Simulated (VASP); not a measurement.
# BeS (F-43m) in VASP: a series of runs

Runs on BeS. Level: PBE. Tasks: single point, relaxation of cell and atoms.

All numbers are computed with VASP 6.6.1; they aren't measurements. Logs are shortened: lines on timing, memory, paths and dates and some standing lists are left out, and cuts for length are marked.

## 1. The cell of the first run

It takes space group F-43m (No. 216, cubic). The conventional cell has a = 4.876 Å, b = 4.876 Å, c = 4.876 Å, α = 90.00°, β = 90.00°, γ = 90.00°. Be (site symmetry -43m) has 4 S at 2.11 Å within 2.8 Å. Within 2.8 Å of S (site symmetry -43m) lie 4 Be at 2.11 Å.

## 2. Single point, PBE

File INCAR:

```
SYSTEM = BeS
PREC = Accurate ; ENCUT = 520
EDIFF = 1E-6 ; ISMEAR = 0
SIGMA = 0.01 ; LREAL = .FALSE.
LASPH = .TRUE. ; NELM = 80
ALGO = Normal ; ISIF = 2
LWAVE = .FALSE. ; LCHARG = .FALSE.
GGA = PE ; NBANDS = 11
```

File KPOINTS:

```
regular mesh
0
G
  8 8 8
  0 0 0
```

File POSCAR:

```
BeS
1.0
    0.0000000000      2.4380063351      2.4380063351
    2.4380063351      0.0000000000      2.4380063351
    2.4380063351      2.4380063351      0.0000000000
Be S
1 1
Direct
    0.0000000000      0.0000000000      0.0000000000
    0.7500000000      0.7500000000      0.7500000000
```

Potentials or basis: VASP PAW PBE potentials, release 64 (Be, S).

Run with:

```
cat potpaw_PBE.64/Be/POTCAR potpaw_PBE.64/S/POTCAR > POTCAR
mpirun -np 1 vasp_std > vasp.out
```

OUTCAR:

```text
SYSTEM = BeS
   PREC = Accurate
   ENCUT = 520
   EDIFF = 1E-6
   ISMEAR = 0
   LREAL = .FALSE.
   LASPH = .TRUE.
   NELM = 80
   ISIF = 2
   GGA = PE

 ion  position               nearest neighbor table
   1  0.000  0.000  0.000-   2 2.11   2 2.11   2 2.11   2 2.11
   2  0.750  0.750  0.750-   1 2.11   1 2.11   1 2.11   1 2.11

  LATTYP: Found a face centered cubic cell.
 ALAT       =     4.8760126702

  Lattice vectors:

 A1 = (   0.0000000000,   2.4380063351,   2.4380063351)
 A2 = (   2.4380063351,   0.0000000000,   2.4380063351)
 A3 = (   2.4380063351,   2.4380063351,   0.0000000000)

Analysis of symmetry for initial positions (statically):
=====================================================================
 Subroutine PRICEL returns:
 Original cell was already a primitive cell.

 Routine SETGRP: Setting up the symmetry group for a
 face centered cubic supercell.

 Subroutine GETGRP returns: Found 24 space group operations
 (whereof 24 operations were pure point group operations)
 out of a pool of 48 trial point group operations.

The static configuration has the point symmetry T_d .

Analysis of symmetry for dynamics (positions and initial velocities):
=====================================================================
 Subroutine PRICEL returns:
 Original cell was already a primitive cell.

 Routine SETGRP: Setting up the symmetry group for a
 face centered cubic supercell.

 Subroutine GETGRP returns: Found 24 space group operations
 (whereof 24 operations were pure point group operations)
 out of a pool of 48 trial point group operations.

The dynamic configuration has the point symmetry T_d .

 Subroutine INISYM returns: Found 24 space group operations
 (whereof 24 operations are pure point group operations),
 and found     1 'primitive' translations

----------------------------------------------------------------------------------------

                                     Primitive cell

  volume of cell :      28.9824

  direct lattice vectors                    reciprocal lattice vectors
     0.000000000  2.438006335  2.438006335    -0.205085603  0.205085603  0.205085603
     2.438006335  0.000000000  2.438006335     0.205085603 -0.205085603  0.205085603
     2.438006335  2.438006335  0.000000000     0.205085603  0.205085603 -0.205085603

  length of vectors
     3.447861624  3.447861624  3.447861624     0.355218685  0.355218685  0.355218685

  position of ions in fractional coordinates (direct lattice)
     0.000000000  0.000000000  0.000000000
     0.750000000  0.750000000  0.750000000

  ion indices of the primitive-cell ions
   primitive index   ion index
                 1           1
                 2           2

----------------------------------------------------------------------------------------

 KPOINTS: regular mesh

Automatic generation of k-mesh.
 Grid dimensions read from file:
 generate k-points for:    8    8    8

 Generating k-lattice:

  Cartesian coordinates                     Fractional coordinates (reciprocal lattice)
    -0.025635700  0.025635700  0.025635700     0.125000000  0.000000000  0.000000000
     0.025635700 -0.025635700  0.025635700     0.000000000  0.125000000  0.000000000
     0.025635700  0.025635700 -0.025635700     0.000000000  0.000000000  0.125000000

  Length of vectors
     0.044402336  0.044402336  0.044402336

  Shift w.r.t. Gamma in fractional coordinates (k-lattice)
     0.000000000  0.000000000  0.000000000

 Subroutine IBZKPT returns following result:
 ===========================================

 Found     29 irreducible k-points:

 Following reciprocal coordinates:
            Coordinates               Weight
  0.000000  0.000000  0.000000      1.000000
  0.125000  0.000000  0.000000      8.000000
  0.250000  0.000000  0.000000      8.000000
  0.375000  0.000000  0.000000      8.000000
  0.500000  0.000000  0.000000      4.000000
  0.125000  0.125000  0.000000      6.000000
[... 16 lines left out ...]
  0.500000  0.250000  0.125000     48.000000
 -0.375000  0.250000  0.125000     24.000000
 [... further k-points ...]
   k-points           NKPTS =     29   k-points in BZ     NKDIM =     29   number of bands    NBANDS=     11
   number of dos      NEDOS =    301   number of ions     NIONS =      2
   total plane-waves  NPLWV =  21952
   dimension x,y,z NGX =    28 NGY =   28 NGZ =   28
   dimension x,y,z NGXF=    56 NGYF=   56 NGZF=   56
   ions per type =               1   1
   NGX,Y,Z   is equivalent  to a cutoff of  13.50, 13.50, 13.50 a.u.
   NGXF,Y,Z  is equivalent  to a cutoff of  27.00, 27.00, 27.00 a.u.
 SYSTEM =  BeS
   PREC   = accura    normal or accurate (medium, high low for compatibility)
   ISTART =      0    job   : 0-new  1-cont  2-samecut
   ICHARG =      2    charge: 1-file 2-atom 10-const
   ISPIN  =      1    spin polarized calculation?
   LNONCOLLINEAR =      F non collinear calculations
   LSORBIT =      F    spin-orbit coupling
   LASPH  =      T    aspherical Exc in radial PAW
   ENCUT  =  520.0 eV  38.22 Ry    6.18 a.u.   6.41  6.41  6.41*2*pi/ulx,y,z
   NELM   =     80;   NELMIN=  2; NELMDL= -5     # of ELM steps
   EDIFF  = 0.1E-05   stopping-criterion for ELM
   LREAL  =      F    real-space projection
   EDIFFG = 0.1E-04   stopping-criterion for IOM
   NSW    =      0    number of steps for IOM
   IBRION =     -1    ionic relax: 0-MD 1-quasi-New 2-CG
   NFREE  =      0    steps in history (QN), initial steepest desc. (CG)
   ISIF   =      2    stress and relaxation
   ISYM   =      2    0-nonsym 1-usesym 2-fastsym
   POTIM  = 0.5000    time-step for ionic-motion
   TEBEG  =    0.0;   TEEND  =   0.0 temperature during run
   PSTRESS=    0.0 pullay stress
   NELECT =       8.0000    total number of electrons
   NUPDOWN=      -1.0000    fix difference up-down
   EMIN   =  10.00;   EMAX   =-10.00  energy-range for DOS
   EFERMI =   0.00;   METHOD = LEGACY
   ISMEAR =     0;   SIGMA  =   0.01  broadening in eV -4-tet -1-fermi 0-gaus
   EFERMI_NEDOS =   21; number of points for ismear=-14 and -15
   IALGO  =     38    algorithm
   IMIX   =      4    mixing-type and parameters
     AMIX     =   0.40;   BMIX     =  1.00
     AMIX_MAG =   1.60;   BMIX_MAG =  1.00
  volume/ion in A,a.u.               =      14.49        97.79
  Fermi-wavevector in a.u.,A,eV,Ry     =   1.065925  2.014306 15.458888  1.136196
  Thomas-Fermi vector in A             =   2.201493
   LORBIT       =      0    0 simple, 1 ext, 2 COOP (PROOUT), +10 PAW based schemes
   GGA     = PE    functional components
   LHFCALC =     F    Hartree Fock is set to
   AEXX    =    0.0000 exact exchange contribution
   IVDW    =     0    specifies the selected vdW correction
   LEPSILON=     F    determine dielectric tensor
   LRPA    =     F    only Hartree local field effects (RPA)
 non-spin polarized calculation
 Gauss-broadening in eV      SIGMA  =   0.01
  energy-cutoff  :      520.00
  volume of cell :       28.98
 maximum number of plane-waves:       799
 NGX is ok and might be reduce to    28
   NGX = 13   NGY = 13   NGZ = 13

 number of electron       7.9999999 magnetization

 Free energy of the ion-electron system (eV)
  ---------------------------------------------------
  ext. energy  EPLUGINS =         0.00000000
  ---------------------------------------------------
  free energy    TOTEN  =       -10.01333911 eV

  energy without entropy =      -10.01333911  energy(sigma->0) =      -10.01333911

 E-fermi :   4.0810     XC(G=0):  -9.6645

 val. band max:        4.0101909948   @ k =   0.0000   0.0000   0.0000
 cond. band min:       7.1563476621   @ k =   0.5000   0.5000   0.0000
 fundamental gap:      3.1461566673
 Fermi energy:         4.0810094607

 k-point     1 :       0.0000    0.0000    0.0000
  band No.  band energies     occupation
      1      -9.5757      2.00000
      2       4.0102      2.00000
      3       4.0102      2.00000
      4       4.0102      2.00000
      5       9.6861      0.00000
      6       9.6861      0.00000
      7       9.6861      0.00000
      8       9.7608      0.00000
      9      16.7924      0.00000
     10      16.7924      0.00000
     11      18.7581      0.00000

 k-point     2 :       0.1250    0.0000    0.0000
  band No.  band energies     occupation
      1      -9.4022      2.00000
      2       2.8275      2.00000
      3       3.8160      2.00000
      4       3.8160      2.00000
      5       9.5786      0.00000
      6      10.0351      0.00000
      7      10.0351      0.00000
      8      11.0649      0.00000
      9      16.1125      0.00000
     10      16.1125      0.00000
     11      18.6385      0.00000

 k-point     3 :       0.2500    0.0000    0.0000
  band No.  band energies     occupation
      1      -8.9250      2.00000
      2       0.7582      2.00000
      3       3.4272      2.00000
      4       3.4272      2.00000
      5       9.5181      0.00000
      6      10.5732      0.00000
      7      10.5732      0.00000
      8      13.1622      0.00000
      9      15.8737      0.00000
     10      15.8737      0.00000
     11      18.1936      0.00000

 k-point     4 :       0.3750    0.0000    0.0000
  band No.  band energies     occupation
      1      -8.3216      2.00000
      2      -0.9688      2.00000
      3       3.1128      2.00000
      4       3.1128      2.00000
      5       9.4573      0.00000
      6      10.6466      0.00000
      7      10.6466      0.00000
      8      14.6964      0.00000
      9      17.2019      0.00000
     10      17.2019      0.00000
     11      18.3207      0.00000
[... 239 lines left out ...]
 k-point    22 :       0.3750    0.2500    0.1250
  band No.  band energies     occupation
      1      -8.5359      2.00000
      2       0.5245      2.00000
      3       1.9109      2.00000
      4       2.9145      2.00000
      5       9.5351      0.00000
      6      11.2589      0.00000
      7      11.4891      0.00000
      8      12.5218      0.00000
      9      15.5487      0.00000
     10      18.3488      0.00000
     11      19.8494      0.00000

 k-point    23 :       0.5000    0.2500    0.1250
  band No.  band energies     occupation
      1      -8.0061      2.00000
      2      -0.6091      2.00000
      3       1.3808      2.00000
      4       2.4535      2.00000
      5      10.0052      0.00000
      6      10.8089      0.00000
      7      12.4180      0.00000
      8      13.2483      0.00000
      9      16.5651      0.00000
     10      18.3155      0.00000
     11      20.3635      0.00000

 k-point    24 :      -0.3750    0.2500    0.1250
  band No.  band energies     occupation
      1      -7.7413      2.00000
      2      -1.1490      2.00000
      3       1.2851      2.00000
      4       2.2136      2.00000
      5      10.1169      0.00000
      6      10.5604      0.00000
      7      13.0739      0.00000
      8      14.4548      0.00000
      9      15.4010      0.00000
     10      19.2396      0.00000
     11      19.8632      0.00000

 [... further k-points ...]
[... 5 lines left out ...]
  --------------------------------------------------------------------------------------
  -------------------------------------------------------------------------------------
  Total        0.0038616      0.0038616      0.0038616      0.0000000      0.0000000      0.0000000
  in kB        0.2134755      0.2134755      0.2134755      0.0000000      0.0000000      0.0000000
  external PRESSURE =       0.2134755 kB  Pullay stress =       0.0000000 kB

 VOLUME and BASIS-vectors are now :
 -----------------------------------------------------------------------------
  energy-cutoff  :      520.00
  volume of cell :       28.98
      direct lattice vectors                 reciprocal lattice vectors
     0.000000000  2.438006335  2.438006335    -0.205085603  0.205085603  0.205085603
     2.438006335  0.000000000  2.438006335     0.205085603 -0.205085603  0.205085603
     2.438006335  2.438006335  0.000000000     0.205085603  0.205085603 -0.205085603

 POSITION                                       TOTAL-FORCE (eV/Angst)
 -----------------------------------------------------------------------------------
      0.00000      0.00000      0.00000        -0.000000     -0.000000     -0.000000
      3.65701      3.65701      3.65701         0.000000      0.000000      0.000000
 -----------------------------------------------------------------------------------
    total drift:                               -0.000000     -0.000000     -0.000000

  FREE ENERGIE OF THE ION-ELECTRON SYSTEM (eV)
  ---------------------------------------------------
  free  energy   TOTEN  =       -10.0133391092 eV

  energy  without entropy=      -10.0133391092  energy(sigma->0) =      -10.01333911
```

Run time: 9.1 s. Hardware: 1 thread of AMD EPYC 7R13 (Zen 3), shared host; peak memory 0.12 GiB.

What came out:

```
Free energy            : -10.0133 eV
Pressure               : 0.0 GPa
Band gap on the k mesh : 3.15 eV, indirect (least direct gap 5.68 eV)
```

Levels at points of the mesh, in eV from the valence-band top:
```
           k point  band 2  band 3  band 4  band 5  band 6  band 7
(0.00, 0.00, 0.00)    0.00    0.00    0.00    5.68    5.68    5.68
(0.50, 0.00, 0.00)   -5.68   -1.01   -1.01    5.42    6.57    6.57
(0.50, 0.50, 0.00)   -4.94   -2.59   -2.59    3.15    4.93   12.65
```

A k mesh can miss the band edges.

## 3. Relaxation of cell and atoms, PBE

This run uses another cell than the first one, of 14.26 Å³/atom, 0.984 times its volume.

File INCAR:

```
SYSTEM = BeS
PREC = Accurate
ENCUT = 600
EDIFF = 1E-7
ISMEAR = 0
SIGMA = 0.02
LREAL = .False.
LASPH = .True.
NELM = 100
ALGO = Normal
ISIF = 3
LWAVE = .False.
LCHARG = .False.
GGA = PE
IBRION = 2
NSW = 100
EDIFFG = -0.005
```

File KPOINTS:

```
Automatic mesh
0
Gamma
  8 8 8
  0 0 0
```

File POSCAR:

```
BeS
1.0
    0.0000000000      2.4250000000      2.4250000000
    2.4250000000      0.0000000000      2.4250000000
    2.4250000000      2.4250000000      0.0000000000
Be S
1 1
Direct
    0.0000000000      0.0000000000      0.0000000000
    0.7500000000      0.7500000000      0.7500000000
```

Potentials or basis: VASP PAW PBE potentials, release 64 (Be, S).

Run with:

```
cat potpaw_PBE.64/Be/POTCAR potpaw_PBE.64/S/POTCAR > POTCAR
mpirun -np 1 vasp_std > vasp.out
```

OUTCAR:

```text
SYSTEM = BeS
   PREC = Accurate
   ENCUT = 600
   EDIFF = 1E-7
   ISMEAR = 0
   LREAL = .False.
   LASPH = .True.
   NELM = 100
   ISIF = 3
   GGA = PE
   IBRION = 2
   NSW = 100
   EDIFFG = -0.005

 ion  position               nearest neighbor table
   1  0.000  0.000  0.000-   2 2.10   2 2.10   2 2.10   2 2.10
   2  0.750  0.750  0.750-   1 2.10   1 2.10   1 2.10   1 2.10

  LATTYP: Found a face centered cubic cell.
 ALAT       =     4.8500000000

  Lattice vectors:

 A1 = (   0.0000000000,   2.4250000000,   2.4250000000)
 A2 = (   2.4250000000,   0.0000000000,   2.4250000000)
 A3 = (   2.4250000000,   2.4250000000,   0.0000000000)

Analysis of symmetry for initial positions (statically):
[... 251 lines left out ...]
  ---------------------------------------------------
  free energy    TOTEN  =       -10.01351412 eV

  energy without entropy =      -10.01351412  energy(sigma->0) =      -10.01351412

 E-fermi :   4.1280     XC(G=0):  -9.6626

 val. band max:        4.0055005501   @ k =   0.0000   0.0000   0.0000
 cond. band min:       7.1528739395   @ k =   0.5000   0.5000   0.0000
 fundamental gap:      3.1473733894
 Fermi energy:         4.1279519759

 k-point     1 :       0.0000    0.0000    0.0000
  band No.  band energies     occupation
      1      -9.5772      2.00000
      2       4.0055      2.00000
      3       4.0055      2.00000
      4       4.0055      2.00000
      5       9.6814      0.00000
      6       9.6814      0.00000
      7       9.6814      0.00000
      8       9.7528      0.00000
[... 243 lines left out ...]
 k-point    24 :      -0.3750    0.2500    0.1250
  band No.  band energies     occupation
      1      -7.7442      2.00000
      2      -1.1510      2.00000
      3       1.2820      2.00000
      4       2.2102      2.00000
      5      10.1125      0.00000
      6      10.5546      0.00000
      7      13.0672      0.00000
      8      14.4481      0.00000

 [... further k-points ...]
[... 5 lines left out ...]
  --------------------------------------------------------------------------------------
  -------------------------------------------------------------------------------------
  Total        0.0007679      0.0007679      0.0007679      0.0000000      0.0000000      0.0000000
  in kB        0.0424309      0.0424309      0.0424309      0.0000000      0.0000000      0.0000000
  external PRESSURE =       0.0424309 kB  Pullay stress =       0.0000000 kB
[... 17 lines left out ...]
  FREE ENERGIE OF THE ION-ELECTRON SYSTEM (eV)
  ---------------------------------------------------
  free  energy   TOTEN  =       -10.0135141248 eV

  energy  without entropy=      -10.0135141248  energy(sigma->0) =      -10.01351412

 reached required accuracy - stopping structural energy minimisation
```

CONTCAR:

```text
BeS
   1.00000000000000
     0.0000000000000000    2.4383643915391486    2.4383643915391486
     2.4383643915391486    0.0000000000000000    2.4383643915391486
     2.4383643915391486    2.4383643915391486    0.0000000000000000
  Be              S
     1     1
Direct
     0.0000000000000000    0.0000000000000000    0.0000000000000000
     0.7500000000000000    0.7500000000000000    0.7500000000000000

  0.00000000E+00  0.00000000E+00  0.00000000E+00
  0.00000000E+00  0.00000000E+00  0.00000000E+00
```

Wall time 16 s (1 thread of AMD EPYC 7R13 (Zen 3), shared host); peak memory 0.12 GiB.

Results:

```yaml
Free_energy: -10.0135 eV
Relaxed_volume: 14.50 Å³/atom
Relaxed_cell: a = 3.448 Å, b = 3.448 Å, c = 3.448 Å, α = 60.00°, β = 60.00°, γ = 60.00°
Space_group_after_relaxing_to_0.05_Å: F-43m (No. 216)
Energy_gained_by_relaxing: 1.2 meV/atom
Ionic_steps: 3
Pressure_after_relaxing: 0.0 GPa
Band_gap_on_the_k_mesh: 3.15 eV, indirect (least direct gap 5.68 eV)
```

The path:
```csv
step,energy change (eV),largest force (eV/Å),pressure (GPa),volume (Å³)
1,0.0000,0.0000,1.58,28.52
2,-0.0022,0.0000,-0.35,29.11
3,-0.0023,0.0000,0.00,29.00
```

Final structure:
```
Be S
1.0
     0.00000    2.43836    2.43836
     2.43836    0.00000    2.43836
     2.43836    2.43836    0.00000
Be S
1 1
Cartesian
  0.0000 0.0000 0.0000
  3.6575 3.6575 3.6575
```

A k mesh can miss the band edges. Zero-point motion and thermal expansion aren't in these numbers.
